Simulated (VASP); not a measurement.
The system is RbBr.

```
Rb Br
1.0
    -0.13197    3.32885    3.32885
     3.32885   -0.13197    3.32885
     3.32885    3.32885   -0.13197
Rb Br
1 1
Direct
  0.00000 0.00000 0.00000
  0.50000 0.50000 0.50000
```

This cell differs from its parent crystal: strain along [111] -5.7%.

Base run:

```yaml
Program: VASP 6.6.1
Functional: r2SCAN
Potentials_or_basis: VASP PAW PBE potentials, release 64 (Rb_sv, Br)
Cutoff: 520 eV
k_mesh: 6 × 6 × 6
Occupations: gaussian, width 0.01 eV
Spin: no spin polarisation
```

Its results: band gap on the k mesh 4.98 eV, direct; pressure 1.0 GPa.

Question: The run is repeated on the same cell with these changes: functional from r2SCAN to PBE; occupations from gaussian, width 0.01 eV to fermi-dirac, width 0.02 eV. What comes out?

Answer: Band gap on the k mesh 4.37 eV, direct; pressure 1.5 GPa.

Caveats: the PAW data sets were made with another functional, which shifts forces and pressure a little (some runs).

